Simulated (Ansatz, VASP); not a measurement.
# Co in VASP and in Ansatz

The input INCAR:

```
SYSTEM = Co
PREC     = Accurate       ! precision mode
ENCUT    = 520            ! plane-wave cutoff, eV
EDIFF    = 1E-6           ! SCF threshold, eV
ISMEAR   = 0              ! smearing method
SIGMA    = 0.1            ! smearing width, eV
LREAL    = .False.        ! projectors in reciprocal space
LASPH    = .True.         ! aspherical terms in the spheres
NELM     = 150            ! most SCF steps
ALGO     = Fast           ! electronic algorithm
ISIF     = 2              ! what is computed and relaxed
LWAVE    = .False.        ! write WAVECAR
LCHARG   = .True.         ! write CHGCAR
ISPIN    = 2              ! spin polarisation
MAGMOM   = 2 2            ! initial moments
LORBIT   = 11             ! projections on sites
LMAXMIX  = 4              ! l up to which the mixer works
GGA      = PE             ! functional
IVDW     = 12             ! dispersion correction
LELF     = .True.         ! ELF
LVHAR    = .True.       
NBANDS   = 20             ! bands
```

File KPOINTS:

```
Automatic mesh
0
Gamma
  9 9 4
  0 0 0
```

File POSCAR:

```
Co
1.0
    2.4800000000      0.0000000000      0.0000000000
   -1.2400000000      2.1477430014      0.0000000000
    0.0000000000      0.0000000000      4.0100000000
Co
2
Direct
    0.3333333333      0.6666666667      0.2500000000
    0.6666666667      0.3333333333      0.7500000000
```

Input for Ansatz:

```yaml
crystal:
  lattice:
    - [2.48, 0.0, 0.0]
    - [-1.24, 2.1477430014, 0.0]
    - [0.0, 0.0, 4.01]
  atoms:
    - { symbol: Co, position: [0.3333333333, 0.6666666667, 0.25], spin: 2.0 }
    - { symbol: Co, position: [0.6666666667, 0.3333333333, 0.75], spin: 2.0 }
basis:
  ecutwfc: 420
kpoints:
  mp_grid: { grid: [9, 9, 4] }
hamiltonian:
  xc: pbe
  dispersion: d3bj
scf:
  occupations: { method: gaussian, width: 0.1 }
  lower_state_search: "off"
output:
  forces: true
  stress: true
  eigenvalues: true
  populations: true
magnetization:
  spin_polarized: true
```

Alike in both runs: task single point; functional PBE; dispersion D3(BJ); k mesh 9 × 9 × 4; occupations gaussian, width 0.1 eV; collinear spin.

```csv
,VASP,Ansatz
version,VASP 6.6.1,Ansatz 0.2.0
potentials or method,"VASP PAW PBE potentials, release 64 (Co), cutoff 520 eV","scalar-relativistic, plane waves, PAW"
valence electrons in the cell,18,34
```

Ansatz gave:

```
gap on the k mesh at the Fermi level (eV)                     : none
pressure (GPa)                                                : -3.7
traceless stress, the component that is largest in VASP (GPa) : 0.72
net moment per atom (μB)                                      : 1.55
size of the moment on the site where the two differ most (μB) : 1.62
```

Q: Which values does VASP return?

A: gap on the k mesh at the Fermi level (eV): none; pressure (GPa): -4.5; traceless stress, the component that is largest in VASP (GPa): 0.58; net moment per atom (μB): 1.54; size of the moment on the site where the two differ most (μB): 1.56.

Site moments also hang on the region over which each program counts them. A gap of «none» marks a metal or a gap that the smearing closes. VASP's potentials hold 18 valence electrons a cell and Ansatz's 34, so a difference there can come from the potentials and not from the codes.

The k mesh is coarse, so the values compare programs but aren't converged.
